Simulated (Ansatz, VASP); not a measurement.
**ZnSbO: VASP beside Ansatz**

```xyz
3
Lattice="3.3153 0.0000 0.0000 0.0000 3.3153 0.0000 0.0000 0.0000 5.4777" Properties=species:S:1:pos:R:3 pbc="T T T"
Zn    1.6577    1.6577    0.0000
Sb    1.6577    1.6577    2.7388
O     0.0000    0.0000    2.7388
```

Alike in both runs: functional PBE; k mesh 6 × 6 × 4; occupations gaussian, width 0.1 eV; no spin polarisation.

Ansatz relaxed the structure, and its values are those at the end. VASP's run is a single point on that final structure, the one shown.

|  | VASP | Ansatz |
| --- | --- | --- |
| version | VASP 6.6.1 | Ansatz 0.2.0 |
| potentials or method | VASP PAW PBE potentials, release 64 (Zn, Sb, O), cutoff 520 eV | scalar-relativistic, plane waves, PAW |
| valence electrons in the cell | 23 | 33 |

Ansatz gave:

```
gap on the k mesh at the Fermi level (eV) : none
pressure (GPa)                            : 0.0
```

Question: Estimate VASP's values.

Answer: gap on the k mesh at the Fermi level (eV): none; pressure (GPa): -0.4.

A gap of «none» marks a metal or a gap that the smearing closes. VASP's potentials hold 23 valence electrons a cell and Ansatz's 33, so a difference there can come from the potentials and not from the codes.

Neither program's run includes spin-orbit coupling.
